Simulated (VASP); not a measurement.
# HfSiO4 (F-43m) in VASP: further runs

HfSiO4 is run at these levels: PBE; tasks: single point, relaxation of cell and atoms.

All numbers are computed with VASP 6.6.1; they aren't measurements. Logs are shortened: lines on timing, memory, paths and dates and some standing lists are left out, and cuts for length are marked.

**1. The cell of the first run**

Symmetry: F-43m, No. 216, cubic system. Conventional cell: a = 6.783 Å, b = 6.783 Å, c = 6.783 Å, α = 90.00°, β = 90.00°, γ = 90.00°. Within 3.7 Å of Hf (site symmetry -43m) lie 12 O at 2.85 Å and 6 Si at 3.39 Å. Si (site symmetry -43m) has 4 O at 1.31 Å within 1.7 Å. O (site symmetry 3m) has 1 Si at 1.31 Å within 1.7 Å.

The cell was built from a structure type or drawn by symmetry, and may not be a known phase.

**2. Single point, PBE**

The input, INCAR:

```
SYSTEM = HfSiO4
PREC = Accurate ; ENCUT = 520
EDIFF = 1E-7 ; ISMEAR = 0
SIGMA = 0.1 ; LREAL = .FALSE.
LASPH = .TRUE. ; NELM = 80
ALGO = Normal ; ISIF = 2
LWAVE = .FALSE. ; LCHARG = .FALSE.
GGA = PE ; NBANDS = 28
```

The input, KPOINTS:

```
regular mesh
0
G
  4 4 4
  0 0 0
```

The input, POSCAR:

```
HfSiO4
1.0
    0.0000000000      3.3916533500      3.3916533500
    3.3916533500      0.0000000000      3.3916533500
    3.3916533500      3.3916533500      0.0000000000
Hf Si O
1 1 4
Direct
    0.5000000000      0.5000000000      0.5000000000
    0.0000000000      0.0000000000      0.0000000000
    0.1111004000      0.6666988100      0.1111004000
    0.1111004000      0.1111004000      0.6666988100
    0.6666988100      0.1111004000      0.1111004000
    0.1111004000      0.1111004000      0.1111004000
```

Potentials or basis: VASP PAW PBE potentials, release 64 (Hf_pv, Si, O).

Run with:

```bash
> cat potpaw_PBE.64/Hf_pv/POTCAR potpaw_PBE.64/Si/POTCAR potpaw_PBE.64/O/POTCAR > POTCAR
> mpirun -np 1 vasp_std > vasp.out
```

OUTCAR:

```text
SYSTEM = HfSiO4
   PREC = Accurate
   ENCUT = 520
   EDIFF = 1E-7
   ISMEAR = 0
   LREAL = .FALSE.
   LASPH = .TRUE.
   NELM = 80
   ISIF = 2
   GGA = PE

 ion  position               nearest neighbor table
   1  0.500  0.500  0.500-   3 2.85   4 2.85   5 2.85   6 2.85   6 2.85   6 2.85   3 2.85   5 2.85
                             3 2.85   4 2.85   5 2.85   4 2.85   2 3.39   2 3.39   2 3.39   2 3.39
   2  0.000  0.000  0.000-   3 1.31   4 1.31   5 1.31   6 1.31   1 3.39   1 3.39   1 3.39   1 3.39
                             1 3.39   1 3.39
   3  0.111  0.667  0.111-   2 1.31   1 2.85   1 2.85   1 2.85
   4  0.111  0.111  0.667-   2 1.31   1 2.85   1 2.85   1 2.85
   5  0.667  0.111  0.111-   2 1.31   1 2.85   1 2.85   1 2.85
   6  0.111  0.111  0.111-   2 1.31   1 2.85   1 2.85   1 2.85

  LATTYP: Found a face centered cubic cell.
 ALAT       =     6.7833067000

  Lattice vectors:

 A1 = (   0.0000000000,   3.3916533500,   3.3916533500)
 A2 = (   3.3916533500,   0.0000000000,   3.3916533500)
 A3 = (   3.3916533500,   3.3916533500,   0.0000000000)

Analysis of symmetry for initial positions (statically):
=====================================================================
 Subroutine PRICEL returns:
 Original cell was already a primitive cell.

 Routine SETGRP: Setting up the symmetry group for a
 face centered cubic supercell.

 Subroutine GETGRP returns: Found 24 space group operations
 (whereof 24 operations were pure point group operations)
 out of a pool of 48 trial point group operations.

The static configuration has the point symmetry T_d .

Analysis of symmetry for dynamics (positions and initial velocities):
=====================================================================
 Subroutine PRICEL returns:
 Original cell was already a primitive cell.

 Routine SETGRP: Setting up the symmetry group for a
 face centered cubic supercell.

 Subroutine GETGRP returns: Found 24 space group operations
 (whereof 24 operations were pure point group operations)
 out of a pool of 48 trial point group operations.

The dynamic configuration has the point symmetry T_d .

 Subroutine INISYM returns: Found 24 space group operations
 (whereof 24 operations are pure point group operations),
 and found     1 'primitive' translations

----------------------------------------------------------------------------------------

                                     Primitive cell

  volume of cell :      78.0305

  direct lattice vectors                    reciprocal lattice vectors
     0.000000000  3.391653350  3.391653350    -0.147420726  0.147420726  0.147420726
     3.391653350  0.000000000  3.391653350     0.147420726 -0.147420726  0.147420726
     3.391653350  3.391653350  0.000000000     0.147420726  0.147420726 -0.147420726

  length of vectors
     4.796522166  4.796522166  4.796522166     0.255340188  0.255340188  0.255340188

  position of ions in fractional coordinates (direct lattice)
     0.500000000  0.500000000  0.500000000
     0.000000000  0.000000000  0.000000000
     0.111100400  0.666698810  0.111100400
     0.111100400  0.111100400  0.666698810
     0.666698810  0.111100400  0.111100400
     0.111100400  0.111100400  0.111100400

  ion indices of the primitive-cell ions
   primitive index   ion index
                 1           1
                 2           2
                 3           3
                 4           4
                 5           5
                 6           6

----------------------------------------------------------------------------------------

 KPOINTS: regular mesh

Automatic generation of k-mesh.
 Grid dimensions read from file:
 generate k-points for:    4    4    4

 Generating k-lattice:

  Cartesian coordinates                     Fractional coordinates (reciprocal lattice)
    -0.036855182  0.036855182  0.036855182     0.250000000  0.000000000  0.000000000
     0.036855182 -0.036855182  0.036855182     0.000000000  0.250000000  0.000000000
     0.036855182  0.036855182 -0.036855182     0.000000000  0.000000000  0.250000000

  Length of vectors
     0.063835047  0.063835047  0.063835047

  Shift w.r.t. Gamma in fractional coordinates (k-lattice)
     0.000000000  0.000000000  0.000000000

 Subroutine IBZKPT returns following result:
 ===========================================

 Found      8 irreducible k-points:

 Following reciprocal coordinates:
            Coordinates               Weight
  0.000000  0.000000  0.000000      1.000000
  0.250000  0.000000  0.000000      8.000000
  0.500000  0.000000  0.000000      4.000000
  0.250000  0.250000  0.000000      6.000000
  0.500000  0.250000  0.000000     24.000000
 -0.250000  0.250000  0.000000     12.000000
  0.500000  0.500000  0.000000      3.000000
 -0.250000  0.500000  0.250000      6.000000
   k-points           NKPTS =      8   k-points in BZ     NKDIM =      8   number of bands    NBANDS=     28
   number of dos      NEDOS =    301   number of ions     NIONS =      6
   total plane-waves  NPLWV =  46656
   dimension x,y,z NGX =    36 NGY =   36 NGZ =   36
   dimension x,y,z NGXF=    72 NGYF=   72 NGZF=   72
   ions per type =               1   1   4
   NGX,Y,Z   is equivalent  to a cutoff of  12.48, 12.48, 12.48 a.u.
   NGXF,Y,Z  is equivalent  to a cutoff of  24.95, 24.95, 24.95 a.u.
 SYSTEM =  HfSiO4
   PREC   = accura    normal or accurate (medium, high low for compatibility)
   ISTART =      0    job   : 0-new  1-cont  2-samecut
   ICHARG =      2    charge: 1-file 2-atom 10-const
   ISPIN  =      1    spin polarized calculation?
   LNONCOLLINEAR =      F non collinear calculations
   LSORBIT =      F    spin-orbit coupling
   LASPH  =      T    aspherical Exc in radial PAW
   ENCUT  =  520.0 eV  38.22 Ry    6.18 a.u.   8.92  8.92  8.92*2*pi/ulx,y,z
   NELM   =     80;   NELMIN=  2; NELMDL= -5     # of ELM steps
   EDIFF  = 0.1E-06   stopping-criterion for ELM
   LREAL  =      F    real-space projection
   EDIFFG = 0.1E-05   stopping-criterion for IOM
   NSW    =      0    number of steps for IOM
   IBRION =     -1    ionic relax: 0-MD 1-quasi-New 2-CG
   NFREE  =      0    steps in history (QN), initial steepest desc. (CG)
   ISIF   =      2    stress and relaxation
   ISYM   =      2    0-nonsym 1-usesym 2-fastsym
   POTIM  = 0.5000    time-step for ionic-motion
   TEBEG  =    0.0;   TEEND  =   0.0 temperature during run
   PSTRESS=    0.0 pullay stress
   NELECT =      38.0000    total number of electrons
   NUPDOWN=      -1.0000    fix difference up-down
   EMIN   =  10.00;   EMAX   =-10.00  energy-range for DOS
   EFERMI =   0.00;   METHOD = LEGACY
   ISMEAR =     0;   SIGMA  =   0.10  broadening in eV -4-tet -1-fermi 0-gaus
   EFERMI_NEDOS =   21; number of points for ismear=-14 and -15
   IALGO  =     38    algorithm
   IMIX   =      4    mixing-type and parameters
     AMIX     =   0.40;   BMIX     =  1.00
     AMIX_MAG =   1.60;   BMIX_MAG =  1.00
  volume/ion in A,a.u.               =      13.01        87.76
  Fermi-wavevector in a.u.,A,eV,Ry     =   1.287996  2.433960 22.571169  1.658934
  Thomas-Fermi vector in A             =   2.419977
   LORBIT       =      0    0 simple, 1 ext, 2 COOP (PROOUT), +10 PAW based schemes
   GGA     = PE    functional components
   LHFCALC =     F    Hartree Fock is set to
   AEXX    =    0.0000 exact exchange contribution
   IVDW    =     0    specifies the selected vdW correction
   LEPSILON=     F    determine dielectric tensor
   LRPA    =     F    only Hartree local field effects (RPA)
 non-spin polarized calculation
 Gauss-broadening in eV      SIGMA  =   0.10
  energy-cutoff  :      520.00
  volume of cell :       78.03
 maximum number of plane-waves:      2120
   NGX = 17   NGY = 17   NGZ = 17

 number of electron      38.0000028 magnetization

 Free energy of the ion-electron system (eV)
  ---------------------------------------------------
  ext. energy  EPLUGINS =         0.00000000
  ---------------------------------------------------
  free energy    TOTEN  =       -28.79084449 eV

  energy without entropy =      -28.79084447  energy(sigma->0) =      -28.79084448

 E-fermi :   3.5562     XC(G=0):  -9.8745

 val. band max:        3.1821670844   @ k =   0.5000   0.0000   0.0000
 cond. band min:       3.9031731273   @ k =   0.0000   0.0000   0.0000
 fundamental gap:      0.7210060429
 Fermi energy:         3.5562306928

 k-point     1 :       0.0000    0.0000    0.0000
  band No.  band energies     occupation
      1     -30.6431      2.00000
      2     -30.6431      2.00000
      3     -30.6431      2.00000
      4     -18.1135      2.00000
      5     -14.6374      2.00000
      6     -14.6374      2.00000
[... 20 lines left out ...]
     27      11.4965      0.00000
     28      11.4965      0.00000

 k-point     2 :       0.2500    0.0000    0.0000
  band No.  band energies     occupation
      1     -30.6462      2.00000
      2     -30.6434      2.00000
      3     -30.6434      2.00000
      4     -18.0204      2.00000
      5     -14.8014      2.00000
      6     -14.6523      2.00000
[... 20 lines left out ...]
     27      12.0553      0.00000
     28      12.0553      0.00000

 k-point     3 :       0.5000    0.0000    0.0000
  band No.  band energies     occupation
      1     -30.6493      2.00000
      2     -30.6437      2.00000
      3     -30.6437      2.00000
      4     -17.9191      2.00000
      5     -14.9713      2.00000
      6     -14.6674      2.00000
[... 20 lines left out ...]
     27      12.2906      0.00000
     28      12.6705      0.00000

 k-point     4 :       0.2500    0.2500    0.0000
  band No.  band energies     occupation
      1     -30.6458      2.00000
      2     -30.6441      2.00000
      3     -30.6441      2.00000
      4     -17.9971      2.00000
      5     -14.8399      2.00000
      6     -14.6560      2.00000
[... 20 lines left out ...]
     27      11.9566      0.00000
     28      11.9566      0.00000

 k-point     5 :       0.5000    0.2500    0.0000
  band No.  band energies     occupation
      1     -30.6480      2.00000
      2     -30.6452      2.00000
      3     -30.6445      2.00000
      4     -17.9042      2.00000
      5     -14.9807      2.00000
      6     -14.6822      2.00000
[... 20 lines left out ...]
     27      11.6814      0.00000
     28      12.2918      0.00000

 k-point     6 :      -0.2500    0.2500    0.0000
  band No.  band energies     occupation
      1     -30.6474      2.00000
      2     -30.6454      2.00000
      3     -30.6437      2.00000
      4     -17.9295      2.00000
      5     -14.9399      2.00000
      6     -14.6791      2.00000
[... 20 lines left out ...]
     27      11.5748      0.00000
     28      12.2917      0.00000

 k-point     7 :       0.5000    0.5000    0.0000
  band No.  band energies     occupation
      1     -30.6482      2.00000
      2     -30.6452      2.00000
      3     -30.6452      2.00000
      4     -17.8887      2.00000
      5     -15.0125      2.00000
      6     -14.6740      2.00000
[... 20 lines left out ...]
     27      12.3523      0.00000
     28      12.3523      0.00000

 k-point     8 :      -0.2500    0.5000    0.2500
  band No.  band energies     occupation
      1     -30.6471      2.00000
      2     -30.6464      2.00000
      3     -30.6454      2.00000
      4     -17.8788      2.00000
      5     -15.0106      2.00000
      6     -14.6945      2.00000
[... 20 lines left out ...]
     27      11.7462      0.00000
     28      11.8315      0.00000

------------------------ aborting loop because EDIFF is reached ----------------------------------------

  FORCE on cell =-STRESS in cart. coord.  units (eV):
  Direction    XX          YY          ZZ          XY          YZ          ZX
  --------------------------------------------------------------------------------------
  -------------------------------------------------------------------------------------
  Total       42.1516555     42.1516555     42.1516555      0.0000000     -0.0000000      0.0000000
  in kB      865.4875981    865.4875981    865.4875981      0.0000000     -0.0000000      0.0000000
  external PRESSURE =     865.4875981 kB  Pullay stress =       0.0000000 kB

 VOLUME and BASIS-vectors are now :
 -----------------------------------------------------------------------------
  energy-cutoff  :      520.00
  volume of cell :       78.03
      direct lattice vectors                 reciprocal lattice vectors
     0.000000000  3.391653350  3.391653350    -0.147420726  0.147420726  0.147420726
     3.391653350  0.000000000  3.391653350     0.147420726 -0.147420726  0.147420726
     3.391653350  3.391653350  0.000000000     0.147420726  0.147420726 -0.147420726

 POSITION                                       TOTAL-FORCE (eV/Angst)
 -----------------------------------------------------------------------------------
      3.39165      3.39165      3.39165        -0.000000      0.000000     -0.000000
      0.00000      0.00000      0.00000        -0.000000      0.000000      0.000000
      2.63803      0.75363      2.63803       -17.518690     17.518690    -17.518690
      2.63803      2.63803      0.75363       -17.518690    -17.518690     17.518690
      0.75363      2.63803      2.63803        17.518690    -17.518690    -17.518690
      0.75363      0.75363      0.75363        17.518690     17.518690     17.518690
 -----------------------------------------------------------------------------------
    total drift:                               -0.000088     -0.000088     -0.000087

  FREE ENERGIE OF THE ION-ELECTRON SYSTEM (eV)
  ---------------------------------------------------
  free  energy   TOTEN  =       -28.7908444853 eV

  energy  without entropy=      -28.7908444735  energy(sigma->0) =      -28.79084448
```

Run time: 21 s. Hardware: 1 thread of Intel Xeon Platinum 8488C (Sapphire Rapids), shared host; peak memory 0.21 GiB.

What came out:

- Free energy: -28.7908 eV
- Pressure: 86.5 GPa
- Largest force: 30.343 eV/Å
- Band gap on the k mesh: 0.72 eV (least direct gap 0.74 eV)

Forces in eV/Å, atoms in the order of the input:
```
Hf    0.000   0.000   0.000
Si    0.000   0.000   0.000
O   -17.519  17.519 -17.519
O   -17.519 -17.519  17.519
O    17.519 -17.519 -17.519
O    17.519  17.519  17.519
```

Levels at points of the mesh, in eV from the valence-band top:
| k point | band 16 | band 17 | band 18 | band 19 | band 20 | band 21 | band 22 | band 23 |
| --- | --- | --- | --- | --- | --- | --- | --- | --- |
| (0.00, 0.00, 0.00) | -1.20 | -0.02 | -0.02 | -0.02 | 0.72 | 1.26 | 1.26 | 1.26 |
| (0.50, 0.00, 0.00) | -2.32 | -0.93 | -0.93 | 0.00 | 0.77 | 1.62 | 1.62 | 2.00 |
| (0.50, 0.50, 0.00) | -2.30 | -0.97 | -0.57 | -0.57 | 1.11 | 1.20 | 1.29 | 1.29 |

Caveat: the cell stands under pressure; spin-orbit coupling is left out, which moves the levels of the heavy elements; forces of over 1 eV/Å act on the atoms, so gaps and moduli don't describe the material at rest.

**3. Single point, PBE**

This run uses another cell than the first one, of 13.76 Å³/atom.

The input, INCAR:

```
PREC = Accurate
ENCUT = 520
EDIFF = 1E-6
ISMEAR = 0
SIGMA = 0.1
LREAL = F
LASPH = T
NELM = 80
ALGO = Normal
ISIF = 2
LWAVE = F
LCHARG = F
GGA = PE
NBANDS = 28
```

The input, KPOINTS:

```
regular mesh
0
Gamma
  4 4 4
```

The input, POSCAR:

```
HfSiO4
1.0
    0.0000000000      3.4559562281      3.4559562281
    3.4559562281      0.0000000000      3.4559562281
    3.4559562281      3.4559562281      0.0000000000
Hf Si O
1 1 4
Direct
    0.5000000000      0.5000000000      0.5000000000
    0.0000000000      0.0000000000      0.0000000000
    0.1322840383      0.6031478852      0.1322840383
    0.1322840383      0.1322840383      0.6031478852
    0.6031478852      0.1322840383      0.1322840383
    0.1322840383      0.1322840383      0.1322840383
```

Potentials or basis: VASP PAW PBE potentials, release 64 (Hf_pv, Si, O).

Run with:

```bash
> cat potpaw_PBE.64/Hf_pv/POTCAR potpaw_PBE.64/Si/POTCAR potpaw_PBE.64/O/POTCAR > POTCAR
> mpirun -np 1 vasp_std > vasp.out
```

Run time: 29 s. Hardware: 1 thread of Intel Xeon Platinum 8488C (Sapphire Rapids), shared host; peak memory 0.21 GiB.

Results (log left out):

```yaml
Free_energy: -42.3213 eV
Pressure: 0.1 GPa
Largest_force: 0.106 eV/Å
Band_gap_on_the_k_mesh: 0.13 eV (least direct gap 0.15 eV)
```

Forces on the atoms (eV/Å):
```
Hf   0.000  0.000  0.000
Si   0.000  0.000  0.000
O   -0.061  0.061 -0.061
O   -0.061 -0.061  0.061
O    0.061 -0.061 -0.061
O    0.061  0.061  0.061
```

Levels at points of the mesh, in eV from the valence-band top:
| k point | band 17 | band 18 | band 19 | band 20 | band 21 | band 22 |
| --- | --- | --- | --- | --- | --- | --- |
| (0.00, 0.00, 0.00) | -0.02 | -0.02 | -0.02 | 0.13 | 1.50 | 1.50 |
| (0.50, 0.00, 0.00) | -0.52 | -0.52 | 0.00 | 0.73 | 1.80 | 1.80 |
| (0.50, 0.50, 0.00) | -1.65 | -0.33 | -0.33 | 0.95 | 1.42 | 1.44 |

Caveat: spin-orbit coupling is left out, which moves the levels of the heavy elements.

(Continued in part 2 of 2.)
